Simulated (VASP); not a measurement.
Wanted: the native input for a VASP 6.6.1 run.

```
Task                   : single point
Functional             : PBE
Potentials or basis    : VASP PAW PBE potentials, release 64 (Mg, O)
Cutoff                 : 520 eV
k mesh                 : 6 × 6 × 2
Occupations            : gaussian, width 0.2 eV
Spin                   : no spin polarisation
Dipole correction      : no
Further INCAR settings : ALGO = Normal; EDIFF = 1e-06; NBANDS = 17
```

The structure of Mg5O lies in POSCAR:

```
Mg5O
1.0
    3.1368102029      0.0000000000      0.0000000000
   -1.5684051014      2.7165573225      0.0000000000
    0.0000000000      0.0000000000     12.8216773274
Mg O
5 1
Direct
    0.3333333333      0.6666666667      0.0956924517
    0.6666666667      0.3333333333      0.9043075483
    0.0000000000      0.0000000000      0.5000000000
    0.3333333333      0.6666666667      0.7027228505
    0.6666666667      0.3333333333      0.2972771495
    0.0000000000      0.0000000000      0.0000000000
```

These files were run (other wordings do the same):

INCAR

```
SYSTEM = Mg5O
PREC = Accurate
ENCUT = 520
EDIFF = 1E-6
ISMEAR = 0
SIGMA = 0.2
LREAL = .False.
LASPH = .True.
NELM = 60
ALGO = Normal
ISIF = 2
LWAVE = .False.
LCHARG = .False.
GGA = PE
NBANDS = 17
```

KPOINTS

```
Automatic mesh
0
Gamma
  6 6 2
  0 0 0
```

Potentials or basis: VASP PAW PBE potentials, release 64 (Mg, O).

Command:

```sh
$ cat potpaw_PBE.64/Mg/POTCAR potpaw_PBE.64/O/POTCAR > POTCAR
$ mpirun -np 1 vasp_std > vasp.out
```

It gave:

```yaml
Pressure: 0.3 GPa
Largest_force: 0.046 eV/Å
Band_gap_on_the_k_mesh: zero (band 8 reaches 3.86 eV, above the bottom of band 9 at 2.35 eV)
```

Caveat: the k points lie up to 0.39 Å⁻¹ apart.

Wall time 15 s on 1 thread of Intel(R) Xeon(R) 6975P-C (Granite Rapids), with other jobs on the host, peak memory 0.22 GiB.
